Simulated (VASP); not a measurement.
Here is a VASP 6.6.1 calculation.

INCAR

```
SYSTEM = Pt
  PREC = Accurate
  ENCUT = 520
  EDIFF = 1E-6
  ISMEAR = 0
  SIGMA = 0.15
  LREAL = .False.
  LASPH = .True.
  NELM = 80
  ALGO = Fast
  ISIF = 2
  LWAVE = .False.
  LCHARG = .True.
  GGA = CA
  LELF = .True.
  LVHAR = .True.
  NBANDS = 11
```

The input KPOINTS:

```
Automatic mesh
0
Gamma
  22 22 22
  0 0 0
```

Contents of POSCAR:

```
Pt
1.0
    0.0000000000      2.1067881274      1.8619793470
    2.1067881274      0.0000000000      1.8619793470
    2.1067881274      2.1067881274      0.0000000000
Pt
1
Direct
    0.0000000000      0.0000000000      0.0000000000
```

Potentials or basis: VASP PAW LDA potentials, release 64 (Pt).

Run with:

```bash
$ cat potpaw_LDA.64/Pt/POTCAR > POTCAR
$ mpirun -np 1 vasp_std > vasp.out
```

(1) Estimate the pressure.

(2) Estimate the band gap on the k mesh.

## Answers

(1) -24.3 GPa.

(2) zero (band 5 reaches 10.18 eV, above the bottom of band 6 at 7.85 eV).

Caveat: spin-orbit coupling is left out, which moves the levels of the heavy elements.
